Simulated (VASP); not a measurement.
Wanted: the native input for a VASP 6.6.1 run.

| Property | Result |
| --- | --- |
| Task | single point |
| Functional | PBEsol |
| Dispersion | D3(BJ) |
| Potentials or basis | VASP PAW PBE potentials, release 64 (Li_sv, Br) |
| Cutoff | 750 eV |
| k mesh | 7 × 7 × 7 |
| Occupations | gaussian, width 0.01 eV |
| Spin | no spin polarisation |
| Dipole correction | no |
| Further INCAR settings | ALGO = Normal; EDIFF = 1e-06; NBANDS = 12 |

The structure of LiBr lies in POSCAR:

```
LiBr
1.0
    0.0000000000      2.7506500000      2.7506500000
    2.7506500000      0.0000000000      2.7506500000
    2.7506500000      2.7506500000      0.0000000000
Li Br
1 1
Direct
    0.0000000000      0.0000000000      0.0000000000
    0.5000000000      0.5000000000      0.5000000000
```

One way to write it, as run:

INCAR

```
SYSTEM = LiBr
PREC = Accurate ; ENCUT = 750
EDIFF = 1E-6 ; ISMEAR = 0
SIGMA = 0.01 ; LREAL = .False.
LASPH = .True. ; NELM = 120
ALGO = Normal ; ISIF = 2
LWAVE = .False. ; LCHARG = .False.
GGA = PS ; IVDW = 12
NBANDS = 12 ; GGA_COMPAT = .False.
```

KPOINTS

```
Automatic mesh
0
Gamma
  7 7 7
  0 0 0
```

Potentials or basis: VASP PAW PBE potentials, release 64 (Li_sv, Br).

Run with:

```bash
$ cat potpaw_PBE.64/Li_sv/POTCAR potpaw_PBE.64/Br/POTCAR > POTCAR
$ mpirun -np 1 vasp_std > vasp.out
```

It gave:

| Item | Value |
| --- | --- |
| Pressure | -2.9 GPa |
| Band gap on the k mesh | 4.77 eV |
| Dispersion energy per atom | -0.203 eV |

Caveat: three body term missing; the PAW data sets were made with another functional, which shifts forces and pressure a little.

Run time: 11 s on 1 thread of Intel Xeon 8259CL, with other jobs on the host, peak memory 0.21 GiB.
